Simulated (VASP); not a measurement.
# SnSe (I4/mmm) in VASP: single point with r2SCAN

Aim: the single point of SnSe with r2SCAN.

Program: VASP 6.6.1. These are calculated values, not measurements. Logs are shortened: lines on timing, memory, paths and dates and some standing lists are left out, and cuts for length are marked.

## Step 1: The cell of the first run

The structure is tetragonal, space group I4/mmm (No. 139). Conventional cell: a = 4.257 Å, b = 4.257 Å, c = 6.622 Å, α = 90.00°, β = 90.00°, γ = 90.00°. Sn (site symmetry 4/mmm) has 6 Se at 3.01 to 3.31 Å within 4.0 Å. Se (site symmetry 4/mmm) has 6 Sn at 3.01 to 3.31 Å within 4.0 Å.

## Step 2: Single point, r2SCAN (strain +0.1000 x Voigt [1, 0, 0, 0, 0, 0])

POSCAR

```
SnSe
1.0
    0.0000000000      3.0100000000      3.0100000000
    3.3110000000      0.0000000000      3.0100000000
    3.3110000000      3.0100000000      0.0000000000
Sn Se
1 1
Direct
    0.0000000000      0.0000000000      0.0000000000
    0.5000000000      0.5000000000      0.5000000000
```

INCAR.step1

```
SYSTEM = SnSe
  PREC = Accurate
  ENCUT = 520
  ISMEAR = 0
  SIGMA = 0.05
  LREAL = .False.
  LASPH = .True.
  NELM = 80
  NBANDS = 17
  GGA = PE
  ALGO = Normal
  EDIFF = 1E-4
  LWAVE = .True.
  LCHARG = .False.
```

INCAR.step2

```
SYSTEM = SnSe
  PREC = Accurate
  ENCUT = 520
  EDIFF = 1E-7
  ISMEAR = 0
  SIGMA = 0.05
  LREAL = .False.
  LASPH = .True.
  NELM = 80
  ALGO = Normal
  ISIF = 2
  LWAVE = .False.
  LCHARG = .True.
  METAGGA = R2SCAN
  LMIXTAU = .True.
  LELF = .True.
  LVHAR = .True.
  NBANDS = 17
  ISTART = 1
```

KPOINTS

```
regular mesh
0
Gamma
  10 10 10
  0 0 0
```

Potentials or basis: VASP PAW PBE potentials, release 64 (Sn_d, Se).

The run is started by

```bash
cat potpaw_PBE.64/Sn_d/POTCAR potpaw_PBE.64/Se/POTCAR > POTCAR
cp INCAR.step1 INCAR
mpirun -np 1 vasp_std > vasp.out
cp INCAR.step2 INCAR
mpirun -np 1 vasp_std > vasp.out
```

OUTCAR:

```text
SYSTEM = SnSe
   PREC = Accurate
   ENCUT = 520
   EDIFF = 1E-7
   ISMEAR = 0
   LREAL = .False.
   LASPH = .True.
   NELM = 80
   ISIF = 2
   METAGGA = R2SCAN
   ISTART = 1

 ion  position               nearest neighbor table
   1  0.000  0.000  0.000-   2 3.01   2 3.01   2 3.01   2 3.01
   2  0.500  0.500  0.500-   1 3.01   1 3.01   1 3.01   1 3.01

  LATTYP: Found a body centered tetragonal cell.
 ALAT       =     4.2567828227
 C/A-ratio  =     1.5556349186

  Lattice vectors:

 A1 = (   3.3110000000,   0.0000000000,   3.0100000000)
 A2 = (   3.3110000000,   0.0000000000,  -3.0100000000)
 A3 = (  -3.3110000000,   3.0100000000,   0.0000000000)

Analysis of symmetry for initial positions (statically):
=====================================================================
 Subroutine PRICEL returns:
 Original cell was already a primitive cell.

 Routine SETGRP: Setting up the symmetry group for a
 body centered tetragonal supercell.

 Subroutine GETGRP returns: Found 16 space group operations
 (whereof 16 operations were pure point group operations)
 out of a pool of 16 trial point group operations.

The static configuration has the point symmetry D_4h.

Analysis of symmetry for dynamics (positions and initial velocities):
=====================================================================
 Subroutine PRICEL returns:
 Original cell was already a primitive cell.

 Routine SETGRP: Setting up the symmetry group for a
 body centered tetragonal supercell.

 Subroutine GETGRP returns: Found 16 space group operations
 (whereof 16 operations were pure point group operations)
 out of a pool of 16 trial point group operations.

The dynamic configuration has the point symmetry D_4h.

 Subroutine INISYM returns: Found 16 space group operations
 (whereof 16 operations are pure point group operations),
 and found     1 'primitive' translations

----------------------------------------------------------------------------------------

                                     Primitive cell

  volume of cell :      59.9960

  direct lattice vectors                    reciprocal lattice vectors
     0.000000000  3.010000000  3.010000000    -0.151011779  0.166112957  0.166112957
     3.311000000  0.000000000  3.010000000     0.151011779 -0.166112957  0.166112957
     3.311000000  3.010000000  0.000000000     0.151011779  0.166112957 -0.166112957

  length of vectors
     4.256782823  4.474686693  4.474686693     0.279269737  0.279269737  0.279269737

  position of ions in fractional coordinates (direct lattice)
     0.000000000  0.000000000  0.000000000
     0.500000000  0.500000000  0.500000000

  ion indices of the primitive-cell ions
   primitive index   ion index
                 1           1
                 2           2

----------------------------------------------------------------------------------------

 KPOINTS: regular mesh

Automatic generation of k-mesh.
 Grid dimensions read from file:
 generate k-points for:   10   10   10

 Generating k-lattice:

  Cartesian coordinates                     Fractional coordinates (reciprocal lattice)
    -0.015101178  0.016611296  0.016611296     0.100000000  0.000000000  0.000000000
     0.015101178 -0.016611296  0.016611296     0.000000000  0.100000000  0.000000000
     0.015101178  0.016611296 -0.016611296     0.000000000  0.000000000  0.100000000

  Length of vectors
     0.027926974  0.027926974  0.027926974

  Shift w.r.t. Gamma in fractional coordinates (k-lattice)
     0.000000000  0.000000000  0.000000000

 Subroutine IBZKPT returns following result:
 ===========================================

 Found    102 irreducible k-points:

 Following reciprocal coordinates:
            Coordinates               Weight
  0.000000  0.000000  0.000000      1.000000
  0.100000  0.000000  0.000000      8.000000
  0.200000  0.000000  0.000000      8.000000
  0.300000  0.000000  0.000000      8.000000
  0.400000  0.000000  0.000000      8.000000
  0.500000 -0.000000 -0.000000      4.000000
[... 16 lines left out ...]
  0.300000  0.300000  0.000000      4.000000
  0.400000  0.300000  0.000000     16.000000
 [... further k-points ...]
   k-points           NKPTS =    102   k-points in BZ     NKDIM =    102   number of bands    NBANDS=     17
   number of dos      NEDOS =    301   number of ions     NIONS =      2
   total plane-waves  NPLWV =  41472
   dimension x,y,z NGX =    32 NGY =   36 NGZ =   36
   dimension x,y,z NGXF=    64 NGYF=   72 NGZF=   72
   ions per type =               1   1
   NGX,Y,Z   is equivalent  to a cutoff of  12.50, 13.37, 13.37 a.u.
   NGXF,Y,Z  is equivalent  to a cutoff of  24.99, 26.75, 26.75 a.u.
 SYSTEM =  SnSe
   PREC   = accura    normal or accurate (medium, high low for compatibility)
   ISTART =      1    job   : 0-new  1-cont  2-samecut
   ICHARG =      0    charge: 1-file 2-atom 10-const
   ISPIN  =      1    spin polarized calculation?
   LNONCOLLINEAR =      F non collinear calculations
   LSORBIT =      F    spin-orbit coupling
   LASPH  =      T    aspherical Exc in radial PAW
   ENCUT  =  520.0 eV  38.22 Ry    6.18 a.u.   7.91  8.32  8.32*2*pi/ulx,y,z
   NELM   =     80;   NELMIN=  2; NELMDL=  0     # of ELM steps
   EDIFF  = 0.1E-06   stopping-criterion for ELM
   LREAL  =      F    real-space projection
   EDIFFG = 0.1E-05   stopping-criterion for IOM
   NSW    =      0    number of steps for IOM
   IBRION =     -1    ionic relax: 0-MD 1-quasi-New 2-CG
   NFREE  =      0    steps in history (QN), initial steepest desc. (CG)
   ISIF   =      2    stress and relaxation
   ISYM   =      2    0-nonsym 1-usesym 2-fastsym
   POTIM  = 0.5000    time-step for ionic-motion
   TEBEG  =    0.0;   TEEND  =   0.0 temperature during run
   PSTRESS=    0.0 pullay stress
   NELECT =      20.0000    total number of electrons
   NUPDOWN=      -1.0000    fix difference up-down
   EMIN   =  10.00;   EMAX   =-10.00  energy-range for DOS
   EFERMI =   0.00;   METHOD = LEGACY
   ISMEAR =     0;   SIGMA  =   0.05  broadening in eV -4-tet -1-fermi 0-gaus
   EFERMI_NEDOS =   21; number of points for ismear=-14 and -15
   IALGO  =     38    algorithm
   IMIX   =      4    mixing-type and parameters
     AMIX     =   0.40;   BMIX     =  1.00
     AMIX_MAG =   1.60;   BMIX_MAG =  1.00
  volume/ion in A,a.u.               =      30.00       202.44
  Fermi-wavevector in a.u.,A,eV,Ry     =   1.135126  2.145077 17.531260  1.288511
  Thomas-Fermi vector in A             =   2.271831
   LORBIT       =      0    0 simple, 1 ext, 2 COOP (PROOUT), +10 PAW based schemes
   METAGGA = R2SCAN    functional components
   LHFCALC =     F    Hartree Fock is set to
   AEXX    =    0.0000 exact exchange contribution
   IVDW    =     0    specifies the selected vdW correction
   LEPSILON=     F    determine dielectric tensor
   LRPA    =     F    only Hartree local field effects (RPA)
 non-spin polarized calculation
 Gauss-broadening in eV      SIGMA  =   0.05
  energy-cutoff  :      520.00
  volume of cell :       60.00
 maximum number of plane-waves:      1634
   NGX = 15   NGY = 17   NGZ = 17

 number of electron      19.9999998 magnetization

 Free energy of the ion-electron system (eV)
  ---------------------------------------------------
  ext. energy  EPLUGINS =         0.00000000
  ---------------------------------------------------
  free energy    TOTEN  =       -39.72340867 eV

  energy without entropy =      -39.72340800  energy(sigma->0) =      -39.72340833

 E-fermi :   4.8088     XC(G=0):  -9.7120

 val. band max:        4.6882395052   @ k =   0.5000  -0.0000  -0.0000
 cond. band min:       4.9293014932   @ k =   0.5000  -0.0000  -0.0000
 fundamental gap:      0.2410619880
 Fermi energy:         4.8087705205

 k-point     1 :       0.0000    0.0000    0.0000
  band No.  band energies     occupation
      1     -17.9229      2.00000
      2     -17.9060      2.00000
      3     -17.9060      2.00000
      4     -17.8686      2.00000
      5     -17.8658      2.00000
      6      -9.4362      2.00000
[... 9 lines left out ...]
     16      11.1119      0.00000
     17      11.5791      0.00000

 k-point     2 :       0.1000    0.0000    0.0000
  band No.  band energies     occupation
      1     -17.9227      2.00000
      2     -17.9060      2.00000
      3     -17.9056      2.00000
      4     -17.8678      2.00000
      5     -17.8665      2.00000
      6      -9.3749      2.00000
[... 9 lines left out ...]
     16      11.3077      0.00000
     17      12.1055      0.00000

 k-point     3 :       0.2000    0.0000    0.0000
  band No.  band energies     occupation
      1     -17.9224      2.00000
      2     -17.9057      2.00000
      3     -17.9044      2.00000
      4     -17.8682      2.00000
      5     -17.8656      2.00000
      6      -9.2038      2.00000
[... 9 lines left out ...]
     16      11.8448      0.00000
     17      13.3695      0.00000

 k-point     4 :       0.3000    0.0000    0.0000
  band No.  band energies     occupation
      1     -17.9223      2.00000
      2     -17.9053      2.00000
      3     -17.9030      2.00000
      4     -17.8702      2.00000
      5     -17.8627      2.00000
      6      -8.9662      2.00000
[... 9 lines left out ...]
     16      12.6999      0.00000
     17      14.9016      0.00000
[... 343 lines left out ...]
      1     -17.9228      2.00000
      2     -17.9042      2.00000
      3     -17.9029      2.00000
      4     -17.8712      2.00000
      5     -17.8628      2.00000
      6      -8.9056      2.00000
[... 9 lines left out ...]
     16      14.3867      0.00000
     17      14.9610      0.00000

 k-point    23 :       0.3000    0.3000    0.0000
  band No.  band energies     occupation
      1     -17.9184      2.00000
      2     -17.9093      2.00000
      3     -17.9010      2.00000
      4     -17.8789      2.00000
      5     -17.8562      2.00000
      6      -8.7545      2.00000
[... 9 lines left out ...]
     16      14.9808      0.00000
     17      15.3105      0.00000

 k-point    24 :       0.4000    0.3000    0.0000
  band No.  band energies     occupation
      1     -17.9184      2.00000
      2     -17.9094      2.00000
      3     -17.9001      2.00000
      4     -17.8817      2.00000
      5     -17.8538      2.00000
      6      -8.5787      2.00000
[... 9 lines left out ...]
     16      15.6461      0.00000
     17      16.1889      0.00000

 [... further k-points ...]

------------------------ aborting loop because EDIFF is reached ----------------------------------------

  FORCE on cell =-STRESS in cart. coord.  units (eV):
  Direction    XX          YY          ZZ          XY          YZ          ZX
  --------------------------------------------------------------------------------------
  -------------------------------------------------------------------------------------
  Total       -2.6669780     -0.4657816     -0.4657816      0.0000000      0.0000000      0.0000000
  in kB      -71.2209632    -12.4385776    -12.4385776      0.0000000      0.0000000      0.0000000
  external PRESSURE =     -32.0327061 kB  Pullay stress =       0.0000000 kB

 VOLUME and BASIS-vectors are now :
 -----------------------------------------------------------------------------
  energy-cutoff  :      520.00
  volume of cell :       60.00
      direct lattice vectors                 reciprocal lattice vectors
     0.000000000  3.010000000  3.010000000    -0.151011779  0.166112957  0.166112957
     3.311000000  0.000000000  3.010000000     0.151011779 -0.166112957  0.166112957
     3.311000000  3.010000000  0.000000000     0.151011779  0.166112957 -0.166112957

 POSITION                                       TOTAL-FORCE (eV/Angst)
 -----------------------------------------------------------------------------------
      0.00000      0.00000      0.00000        -0.000000      0.000000      0.000000
      3.31100      3.01000      3.01000         0.000000     -0.000000      0.000000
 -----------------------------------------------------------------------------------
    total drift:                                0.000000     -0.000000     -0.000000

  FREE ENERGIE OF THE ION-ELECTRON SYSTEM (eV)
  ---------------------------------------------------
  free  energy   TOTEN  =       -39.7234086721 eV

  energy  without entropy=      -39.7234079964  energy(sigma->0) =      -39.72340833
```

Wall time 4.4 min (1 thread of Intel Xeon Platinum 8559C (Emerald Rapids), shared host); peak memory 0.28 GiB.

Results:

* Free energy: -39.7234 eV
* Pressure: -3.2 GPa
* Band gap on the k mesh: 0.24 eV, direct

Caveat: the cell differs from its parent crystal (strain +0.1000 x Voigt [1, 0, 0, 0, 0, 0]); the PAW data sets were made with another functional, which shifts forces and pressure a little; spin-orbit coupling is left out, which moves the levels of the heavy elements. A k mesh can miss the band edges.
